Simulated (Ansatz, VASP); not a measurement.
**Two plane-wave programs on TaF3**

```
Ta F
1.0
     4.01824    0.00000    0.00000
     0.00000    4.01824    0.00000
     0.00000    0.00000    3.78416
Ta F
1 3
Cartesian
  0.0000 0.0000 0.0000
  2.0091 0.0000 0.0000
  0.0000 2.0091 0.0000
  0.0000 0.0000 1.8921
```

Change from the starting cell: strain +0.030 along x and y, -0.030 along z, atoms carried along.

Alike in both runs: task single point; functional PBEsol; k mesh 12 × 12 × 12; occupations gaussian, width 0.15 eV; no spin polarisation.

```csv
,VASP,Ansatz
version,VASP 6.6.1,Ansatz 0.2.0
potentials or method,"VASP PAW PBE potentials, release 64 (Ta_pv, F), cutoff 520 eV","scalar-relativistic, plane waves, PAW"
valence electrons in the cell,32,34
```

```csv
,VASP,Ansatz,Ansatz less VASP
gap on the k mesh at the Fermi level (eV),none,none,-
pressure (GPa),16.7,16.3,-0.39
"traceless stress, the component that is largest in VASP (GPa)",17.60,17.25,-0.354
```

VASP's potentials were made for PBE, not for PBEsol. A gap of «none» marks a metal or a gap that the smearing closes. With one functional, cell and mesh, what is left measures potentials, basis and numerics. VASP's potentials hold 32 valence electrons a cell and Ansatz's 34, so a difference there can come from the potentials and not from the codes.

Neither program's run includes spin-orbit coupling.
